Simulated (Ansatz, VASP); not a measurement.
Given: the input of a run of Ansatz 0.2.0 on Pb.

The input input.yaml:

```yaml
crystal:
  lattice:
    - [-1.9796595667, 1.9796595667, 1.9796595667]
    - [1.9796595667, -1.9796595667, 1.9796595667]
    - [1.9796595667, 1.9796595667, -1.9796595667]
  atoms:
    - { symbol: Pb, position: [0.0, 0.0, 0.0] }
hamiltonian:
  xc: rpbe
  pseudopotentials: { kind: paw }
  dispersion: d3bj
kpoints:
  mp_grid: { grid: [9, 9, 9] }
scf:
  occupations: { method: fermi_dirac, width: 0.05 }
output:
  forces: true
  stress: true
  eigenvalues: true
relax:
  f_tol: 0.01
  max_steps: 40
  cell: { stress_tol: 0.05 }
```

Potentials or basis: Ansatz PAW.

Run with:

```sh
$ ansatz run input.yaml --threads 2 --pin off --max-ram 5632MiB --backend cpu --events-out ev --progress --plain --runs-dir out
```

Problem. Translate it to VASP 6.6.1. Potentials there: VASP PAW PBE potentials, release 64 (Pb_d).

Solution. As run (the cutoff follows the program's own potentials):

INCAR

```
  ALGO = Normal
  EDIFF = 1E-6
  EDIFFG = -0.01
  ENCUT = 600
  GGA = RP
  IBRION = 2
  ISIF = 3
  ISMEAR = -1
  IVDW = 12
  LASPH = True
  LCHARG = False
  LREAL = False
  LWAVE = False
  NELM = 80
  NSW = 60
  PREC = Accurate
  SIGMA = 0.05
```

Contents of KPOINTS:

```
k-points
0
Gamma
  9 9 9
```

The input POSCAR:

```
Pb
1.0
   -1.9796595667      1.9796595667      1.9796595667
    1.9796595667     -1.9796595667      1.9796595667
    1.9796595667      1.9796595667     -1.9796595667
Pb
1
Direct
    0.0000000000      0.0000000000      0.0000000000
```

Potentials or basis: VASP PAW PBE potentials, release 64 (Pb_d).

Launch:

```bash
$ cat potpaw_PBE.64/Pb_d/POTCAR > POTCAR
$ mpirun -np 1 vasp_std > vasp.out
```

Both were run:

|  | VASP | Ansatz | Ansatz less VASP |
| --- | --- | --- | --- |
| gap on the k mesh at the Fermi level, each at its own relaxed structure (eV) | none | none | - |
| relaxed volume (Å³/atom) | 22.60 | 22.61 | +0.005 |
| relaxed cell length with the largest relative difference (Å) | 3.085 | 3.085 | +0.0002 |

VASP's potentials were made for PBE, not for RPBE. A gap of «none» marks a metal or a gap that the smearing closes.

Spin-orbit coupling is off throughout. Noted on VASP's run: the volume moved by over 15 % at a fixed basis, so the end points are rough. Noted on Ansatz's run: the volume moved by over 15 % at a fixed basis, so the end points are rough; the plane-wave basis is chosen anew once the cell has moved, so the energies of steps on either side of that aren't comparable.
